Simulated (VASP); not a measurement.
# KBr: single point with PBE

KBr:

```
K Br
1.0
     3.97626    0.00000    0.00000
     0.00000    3.97626    0.00000
     0.00000    0.00000    3.97626
K Br
1 1
Direct
  0.00000 0.00000 0.00000
  0.50000 0.50000 0.50000
```

| Property | Result |
| --- | --- |
| Program | VASP 6.6.1 |
| Task | single point |
| Functional | PBE |
| Potentials or basis | VASP PAW PBE potentials, release 64 (K_sv, Br) |
| Cutoff | 500 eV |
| k mesh | 4 × 4 × 4 |
| Occupations | tetrahedron |
| Spin | no spin polarisation |

```json
{"Pressure": "0.9 GPa", "Band gap on the k mesh": "4.02 eV, indirect (least direct gap 4.30 eV)"}
```

Levels at points of the mesh, in eV from the valence-band top:
```
           k point  band 4  band 5  band 6  band 7  band 8  band 9  band 10  band 11  band 12  band 13
(0.00, 0.00, 0.00)  -12.03  -12.03   -0.28   -0.28   -0.28    4.02     5.79     5.79     9.76     9.76
(0.50, 0.00, 0.00)  -12.00  -11.82   -2.10   -0.26   -0.26    6.67     7.18     7.92     8.92     9.80
(0.50, 0.50, 0.00)  -12.19  -11.99   -1.48   -1.48    0.00    5.23     6.54     8.07     8.07    10.64
(0.50, 0.50, 0.50)  -12.15  -12.15   -1.55   -1.55   -1.55    7.51     7.51     7.51     9.59     9.59
```

It took 4.8 s on 1 thread of Intel(R) Xeon(R) 6975P-C (Granite Rapids) (shared host), peak memory 0.16 GiB.

A k mesh can miss the band edges.
